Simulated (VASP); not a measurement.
# SnO2 (P1) in VASP: single point with PBE

Aim: the single point of SnO2 with PBE.

Program: VASP 6.6.1. These are calculated values, not measurements. Logs are shortened: lines on timing, memory, paths and dates and some standing lists are left out, and cuts for length are marked.

## (1) The cell of the first run

The typed cell holds 18 atoms: a = 5.676 Å, b = 5.872 Å, c = 8.974 Å, α = 81.21°, β = 71.57°, γ = 61.10°.

## (2) Single point, PBE (dynamics (nvt nose hoover) at 450 K, volume x 1.01, from the last frame before)

Input file INCAR:

```
ALGO = Normal
EDIFF = 1E-6
ENCUT = 520
GGA = PE
ISIF = 2
ISMEAR = -1
LASPH = T
LCHARG = F
LREAL = Auto
LWAVE = F
NBANDS = 93
NELM = 60
PREC = Accurate
SIGMA = 0.0388
```

Input file KPOINTS:

```
Automatic mesh
0
Gamma
  2 2 2
  0.5 0.5 0.5
```

Input file POSCAR:

```
SnO2
1.0
   -4.0134268125     -4.0134268125      0.0000000000
   -2.0067134062     -2.0067134062      5.1407011698
   -8.0268536249      4.0134268125      0.0000000000
Sn O
6 12
Direct
    0.0773573412      0.5198108024      0.8367296802
    0.7538242330      0.5024382695      0.4914705293
    0.4266518266      0.4829150573      0.1650093626
    0.6529599656      0.0076831931      0.6678880979
    0.3339407136     -0.0048335819      0.3377333295
    0.0107966427     -0.0042420283     -0.0019110851
    0.8614563061      0.6073570310      0.6671289794
    0.5089673880      0.5877632059      0.3475794457
    0.1897122057      0.5781228867      1.0132166824
    0.8534465102      0.9103378791      0.8429642526
    0.5326479579      0.9003491639      0.5034959968
    0.2521595467      0.8942783967      0.1555930536
    0.4746811086      0.4170139304      0.6770506752
    0.1215486653      0.3941489562      0.3243715975
    0.7995105327      0.4065443470      1.0010634771
    0.2713429946      0.1014285761      0.8119560878
    0.9488427430      0.0864668039      0.4988026675
    0.6446478226      0.0882021703      0.1796311150
```

Potentials or basis: VASP PAW PBE potentials, release 64 (Sn_d, O).

On the command line:

```sh
> cat potpaw_PBE.64/Sn_d/POTCAR potpaw_PBE.64/O/POTCAR > POTCAR
> mpirun -np 1 vasp_std > vasp.out
```

OUTCAR:

```text
EDIFF = 1E-6
   ENCUT = 520
   GGA = PE
   ISIF = 2
   ISMEAR = -1
   LASPH = T
   LREAL = Auto
   NELM = 60
   PREC = Accurate

 ion  position               nearest neighbor table
   1  0.077  0.520  0.837-   9 2.01  10 2.01  15 2.09  13 2.10   7 2.10  16 2.17   6 3.15   4 3.26
                             4 3.28   6 3.34
   2  0.754  0.502  0.491-  14 2.01   8 2.03  11 2.05  13 2.09   7 2.12  17 2.14   5 3.19   5 3.24
                             4 3.30   4 3.30
   3  0.427  0.483  0.165-  18 2.04  15 2.04   9 2.04   8 2.09  14 2.10  12 2.12   6 3.23   5 3.24
                             6 3.30   5 3.33
   4  0.653  0.008  0.668-  16 1.99   7 2.06  17 2.06  10 2.08  11 2.09  13 2.11   1 3.26   1 3.28
                             2 3.30   2 3.30
   5  0.334  0.995  0.338-  11 2.00  14 2.06  17 2.06  12 2.07   8 2.10  18 2.13   2 3.19   3 3.24
                             2 3.24   3 3.33
   6  0.011  0.996  0.998-  18 2.08  16 2.09  12 2.10  10 2.10  15 2.11   9 2.15   1 3.15   3 3.23
                             3 3.30   1 3.34
   7  0.861  0.607  0.667-   4 2.06   1 2.10   2 2.12
   8  0.509  0.588  0.348-   2 2.03   3 2.09   5 2.10
   9  0.190  0.578  0.013-   1 2.01   3 2.04   6 2.15
  10  0.853  0.910  0.843-   1 2.01   4 2.08   6 2.10
  11  0.533  0.900  0.503-   5 2.00   2 2.05   4 2.09
  12  0.252  0.894  0.156-   5 2.07   6 2.10   3 2.12
  13  0.475  0.417  0.677-   2 2.09   1 2.10   4 2.11
  14  0.122  0.394  0.324-   2 2.01   5 2.06   3 2.10
  15  0.800  0.407  0.001-   3 2.04   1 2.09   6 2.11
  16  0.271  0.101  0.812-   4 1.99   6 2.09   1 2.17
  17  0.949  0.086  0.499-   5 2.06   4 2.06   2 2.14
  18  0.645  0.088  0.180-   3 2.04   6 2.08   5 2.13

  LATTYP: Found a face centered orthorhombic cell.
 ALAT       =     5.6758426298
 B/A-ratio  =     1.8114318895
 C/A-ratio  =     3.0000000000

  Lattice vectors:

 A1 = (  -6.0201402186,   6.0201402188,   5.1407011698)
 A2 = (  -8.0268536249,   4.0134268125,   0.0000000000)
 A3 = (  -2.0067134062,  -2.0067134062,   5.1407011698)

Analysis of symmetry for initial positions (statically):
=====================================================================
 Subroutine PRICEL returns:
 Original cell was already a primitive cell.

 Routine SETGRP: Setting up the symmetry group for a
 face centered orthorhombic supercell.

 Subroutine GETGRP returns: Found  1 space group operations
 (whereof  1 operations were pure point group operations)
 out of a pool of  8 trial point group operations.

The static configuration has the point symmetry C_1 .

Analysis of symmetry for dynamics (positions and initial velocities):
=====================================================================
 Subroutine PRICEL returns:
 Original cell was already a primitive cell.

 Routine SETGRP: Setting up the symmetry group for a
 face centered orthorhombic supercell.

 Subroutine GETGRP returns: Found  1 space group operations
 (whereof  1 operations were pure point group operations)
 out of a pool of  8 trial point group operations.

The dynamic configuration has the point symmetry C_1 .

 Subroutine INISYM returns: Found  1 space group operations
 (whereof  1 operations are pure point group operations),
 and found     1 'primitive' translations

----------------------------------------------------------------------------------------

                                     Primitive cell

  volume of cell :     248.4130

  direct lattice vectors                    reciprocal lattice vectors
    -4.013426812 -4.013426812  0.000000000    -0.083054544 -0.166109088 -0.097262997
    -2.006713406 -2.006713406  5.140701170     0.000000000  0.000000000  0.194525993
    -8.026853625  4.013426812  0.000000000    -0.083054544  0.083054544  0.000000000

  length of vectors
     5.675842630  5.872018895  8.974295175     0.209643452  0.194525993  0.117456862

  position of ions in fractional coordinates (direct lattice)
     0.077357341  0.519810802  0.836729680
     0.753824233  0.502438269  0.491470529
     0.426651827  0.482915057  0.165009363
     0.652959966  0.007683193  0.667888098
     0.333940714  0.995166418  0.337733329
     0.010796643  0.995757972  0.998088915
[... 10 lines left out ...]
     0.948842743  0.086466804  0.498802668
     0.644647823  0.088202170  0.179631115

  ion indices of the primitive-cell ions
   primitive index   ion index
                 1           1
                 2           2
                 3           3
                 4           4
                 5           5
                 6           6
[... 10 lines left out ...]
                17          17
                18          18

----------------------------------------------------------------------------------------

 KPOINTS: Automatic mesh

Automatic generation of k-mesh.
 Grid dimensions read from file:
 generate k-points for:    2    2    2

 Generating k-lattice:

  Cartesian coordinates                     Fractional coordinates (reciprocal lattice)
    -0.041527272 -0.083054544 -0.048631498     0.500000000 -0.000000000 -0.000000000
     0.000000000  0.000000000  0.097262997     0.000000000  0.500000000  0.000000000
    -0.041527272  0.041527272  0.000000000     0.000000000  0.000000000  0.500000000

  Length of vectors
     0.104821726  0.097262997  0.058728431

  Shift w.r.t. Gamma in fractional coordinates (k-lattice)
     0.500000000  0.500000000  0.500000000

 Subroutine IBZKPT returns following result:
 ===========================================

 Found     16 irreducible k-points:

 Following reciprocal coordinates:
            Coordinates               Weight
  0.250000  0.250000  0.250000      2.000000
  0.250000 -0.000000  0.000000      2.000000
 -0.250000  0.000000 -0.250000      2.000000
 -0.250000 -0.250000  0.000000      2.000000
 -0.250000  0.250000  0.250000      2.000000
 -0.250000  0.500000  0.500000      2.000000
[... 8 lines left out ...]
  0.250000  0.000000 -0.250000      2.000000
  0.250000  0.250000  0.500000      2.000000
   k-points           NKPTS =     16   k-points in BZ     NKDIM =     16   number of bands    NBANDS=     93
   number of dos      NEDOS =    301   number of ions     NIONS =     18
   total plane-waves  NPLWV = 141120
   dimension x,y,z NGX =    42 NGY =   48 NGZ =   70
   dimension x,y,z NGXF=    84 NGYF=   96 NGZF=  140
   ions per type =               6  12
   NGX,Y,Z   is equivalent  to a cutoff of  12.30, 13.59, 12.97 a.u.
   NGXF,Y,Z  is equivalent  to a cutoff of  24.60, 27.18, 25.93 a.u.
 SYSTEM =  unknown system
   PREC   = accura    normal or accurate (medium, high low for compatibility)
   ISTART =      0    job   : 0-new  1-cont  2-samecut
   ICHARG =      2    charge: 1-file 2-atom 10-const
   ISPIN  =      1    spin polarized calculation?
   LNONCOLLINEAR =      F non collinear calculations
   LSORBIT =      F    spin-orbit coupling
   LASPH  =      T    aspherical Exc in radial PAW
   ENCUT  =  520.0 eV  38.22 Ry    6.18 a.u.  10.55 10.92 16.69*2*pi/ulx,y,z
   NELM   =     60;   NELMIN=  2; NELMDL= -5     # of ELM steps
   EDIFF  = 0.1E-05   stopping-criterion for ELM
   LREAL  =      T    real-space projection
   EDIFFG = 0.1E-04   stopping-criterion for IOM
   NSW    =      0    number of steps for IOM
   IBRION =     -1    ionic relax: 0-MD 1-quasi-New 2-CG
   NFREE  =      0    steps in history (QN), initial steepest desc. (CG)
   ISIF   =      2    stress and relaxation
   ISYM   =      2    0-nonsym 1-usesym 2-fastsym
   POTIM  = 0.5000    time-step for ionic-motion
   TEBEG  =    0.0;   TEEND  =   0.0 temperature during run
   PSTRESS=    0.0 pullay stress
   NELECT =     156.0000    total number of electrons
   NUPDOWN=      -1.0000    fix difference up-down
   EMIN   =  10.00;   EMAX   =-10.00  energy-range for DOS
   EFERMI =   0.00;   METHOD = LEGACY
   ISMEAR =    -1;   SIGMA  =   0.04  broadening in eV -4-tet -1-fermi 0-gaus
   EFERMI_NEDOS =   21; number of points for ismear=-14 and -15
   IALGO  =     38    algorithm
   IMIX   =      4    mixing-type and parameters
     AMIX     =   0.40;   BMIX     =  1.00
     AMIX_MAG =   1.60;   BMIX_MAG =  1.00
  volume/ion in A,a.u.               =      13.80        93.13
  Fermi-wavevector in a.u.,A,eV,Ry     =   1.401925  2.649255 26.740823  1.965395
  Thomas-Fermi vector in A             =   2.524738
   LORBIT       =      0    0 simple, 1 ext, 2 COOP (PROOUT), +10 PAW based schemes
   GGA     = PE    functional components
   LHFCALC =     F    Hartree Fock is set to
   AEXX    =    0.0000 exact exchange contribution
   IVDW    =     0    specifies the selected vdW correction
   LEPSILON=     F    determine dielectric tensor
   LRPA    =     F    only Hartree local field effects (RPA)
 non-spin polarized calculation
  energy-cutoff  :      520.00
  volume of cell :      248.41
 maximum number of plane-waves:      6703
 NGX is ok and might be reduce to    42
   NGX = 21   NGY = 21   NGZ = 33

 number of electron     156.0000000 magnetization

 Free energy of the ion-electron system (eV)
  ---------------------------------------------------
  ext. energy  EPLUGINS =         0.00000000
  ---------------------------------------------------
  free energy    TOTEN  =      -110.29391568 eV

  energy without entropy =     -110.29391568  energy(sigma->0) =     -110.29391568

 E-fermi :   4.9990     XC(G=0): -10.2522

 val. band max:        3.9970703992   @ k =  -0.2500  -0.2500   0.2500
 cond. band min:       6.6863916606   @ k =   0.2500  -0.0000   0.0000
 fundamental gap:      2.6893212614
 Fermi energy:         4.9990122837

 k-point     1 :       0.2500    0.2500    0.2500
  band No.  band energies     occupation
      1     -16.5186      2.00000
      2     -16.4362      2.00000
      3     -16.3863      2.00000
      4     -16.2806      2.00000
      5     -16.2627      2.00000
      6     -16.1627      2.00000
[... 82 lines left out ...]
     89      12.6854      0.00000
     90      13.2111      0.00000

 k-point     2 :       0.2500   -0.0000    0.0000
  band No.  band energies     occupation
      1     -16.5366      2.00000
      2     -16.4355      2.00000
      3     -16.3533      2.00000
      4     -16.3186      2.00000
      5     -16.2743      2.00000
      6     -16.1549      2.00000
[... 1301 lines left out ...]
      6     -16.1909      2.00000
[... 82 lines left out ...]
     89      12.8157      0.00000
     90      13.0047      0.00000
 [bands above 90 left out]

------------------------ aborting loop because EDIFF is reached ----------------------------------------

  FORCE on cell =-STRESS in cart. coord.  units (eV):
  Direction    XX          YY          ZZ          XY          YZ          ZX
  --------------------------------------------------------------------------------------
  -------------------------------------------------------------------------------------
  Total        7.6497243      6.2330692      7.8256263     -0.2429314      1.0137631      0.5189852
  in kB       49.3380587     40.2011265     50.4725653     -1.5668231      6.5384188      3.3472741
  external PRESSURE =      46.6705835 kB  Pullay stress =       0.0000000 kB

 VOLUME and BASIS-vectors are now :
 -----------------------------------------------------------------------------
  energy-cutoff  :      520.00
  volume of cell :      248.41
      direct lattice vectors                 reciprocal lattice vectors
    -4.013426812 -4.013426812  0.000000000    -0.083054544 -0.166109088 -0.097262997
    -2.006713406 -2.006713406  5.140701170     0.000000000  0.000000000  0.194525993
    -8.026853625  4.013426812  0.000000000    -0.083054544  0.083054544  0.000000000

 POSITION                                       TOTAL-FORCE (eV/Angst)
 -----------------------------------------------------------------------------------
     -8.06989      2.00457      2.67219         1.529005     -0.201888     -1.729442
     -7.97863     -2.06119      2.58288        -1.057177      1.267880     -0.729233
     -4.00591     -2.01915      2.48252        -0.697938      0.048008      0.981962
     -7.99706      0.04449      0.03950         0.025062     -0.978330      0.111427
     -6.04820     -1.98179      5.11585         0.909337      0.002298     -0.368484
    -10.05305      1.96422      5.11889        -0.303038     -0.121168      0.301463
[... 10 lines left out ...]
     -7.98544     -1.97972      0.44450         0.081131      0.077719      0.392516
     -4.20612     -2.04331      0.45342         0.172794      0.460979     -0.489215
 -----------------------------------------------------------------------------------
    total drift:                                0.005438     -0.009327     -0.007228

  FREE ENERGIE OF THE ION-ELECTRON SYSTEM (eV)
  ---------------------------------------------------
  free  energy   TOTEN  =      -110.2939156831 eV

  energy  without entropy=     -110.2939156831  energy(sigma->0) =     -110.29391568
```

It took 6 min on 1 thread of Intel Xeon 6975P-C (Granite Rapids), shared host; peak memory 0.48 GiB.

What came out:

```yaml
Free_energy: -110.2939 eV
Pressure: 4.7 GPa
Largest_force: 2.317 eV/Å
Band_gap_on_the_k_mesh: 2.69 eV, indirect (least direct gap 2.74 eV)
```

Forces in eV/Å, atoms in the order of the input:
```
Sn   1.529 -0.202 -1.729
Sn  -1.057  1.268 -0.729
Sn  -0.698  0.048  0.982
Sn   0.025 -0.978  0.111
Sn   0.909  0.002 -0.368
Sn  -0.303 -0.121  0.301
O    0.113 -0.318 -0.575
O    0.464 -0.179 -0.155
O   -0.120 -0.337  0.838
O   -1.047 -0.077  0.716
O   -0.537 -0.352  0.507
O    0.738 -0.010  0.058
O    0.183  0.444 -0.171
O   -0.178 -0.790  0.308
O    0.050 -0.239 -0.300
O   -0.324  1.303  0.304
O    0.081  0.078  0.393
O    0.173  0.461 -0.489
```

Levels at points of the mesh, in eV from the valence-band top:
| k point | band 75 | band 76 | band 77 | band 78 | band 79 | band 80 | band 81 | band 82 |
| --- | --- | --- | --- | --- | --- | --- | --- | --- |
| (0.25, 0.25, 0.25) | -0.39 | -0.28 | -0.20 | -0.05 | 2.70 | 4.77 | 5.17 | 5.49 |

Caveat: the k points lie up to 0.66 Å⁻¹ apart; spin-orbit coupling is left out, which moves the levels of the heavy elements; forces of over 1 eV/Å act on the atoms, so gaps and moduli don't describe the material at rest.
